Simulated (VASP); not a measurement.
Set up this calculation in VASP 6.6.1, as the native input.

```
Task                   : single point
Functional             : PBE
Potentials or basis    : VASP PAW PBE potentials, release 64 (H, Pt)
Cutoff                 : 520 eV
k mesh                 : 6 × 6 × 4
Occupations            : gaussian, width 0.1 eV
Spin                   : no spin polarisation
Dipole correction      : no
Further INCAR settings : ALGO = Normal; EDIFF = 1e-06; NBANDS = 20
```

The structure of H3Pt2 lies in POSCAR:

```
H3Pt2
1.0
    3.7438247800      0.0000000000      0.0000000000
   -1.8719123900      3.2422473700      0.0000000000
    0.0000000000      0.0000000000      4.5680130100
H Pt
3 2
Direct
    0.0000000000      0.0000000000      0.0000000000
    0.3333333300      0.6666666700      0.3499253400
    0.6666666700      0.3333333300      0.6500746600
    0.3333333300      0.6666666700      0.8395121100
    0.6666666700      0.3333333300      0.1604878900
```

The cell was built from a structure type or drawn by symmetry, and may not be a known phase.

The input as run:

INCAR

```
PREC = Accurate ; ENCUT = 520
EDIFF = 1E-6 ; ISMEAR = 0
SIGMA = 0.1 ; LREAL = F
LASPH = T ; NELM = 60
ALGO = Normal ; ISIF = 2
LWAVE = F ; LCHARG = F
GGA = PE ; NBANDS = 20
```

KPOINTS

```
regular mesh
0
Gamma
  6 6 4
```

Potentials or basis: VASP PAW PBE potentials, release 64 (H, Pt).

Command:

```console
$ cat potpaw_PBE.64/H/POTCAR potpaw_PBE.64/Pt/POTCAR > POTCAR
$ mpirun -np 1 vasp_std > vasp.out
```

Results of the run:

```json
{
  "Pressure": "-11.0 GPa",
  "Largest force": "2.796 eV/Å",
  "Band gap on the k mesh": "zero (an odd number of electrons rules out a gap without spin polarisation)"
}
```

Caveat: the cell stands under tension; spin-orbit coupling is left out, which moves the levels of the heavy elements; forces of over 1 eV/Å act on the atoms, so gaps and moduli don't describe the material at rest.

Run time: 13 s on 1 thread of Intel(R) Xeon(R) 6975P-C (Granite Rapids), on a shared host, peak memory 0.17 GiB.
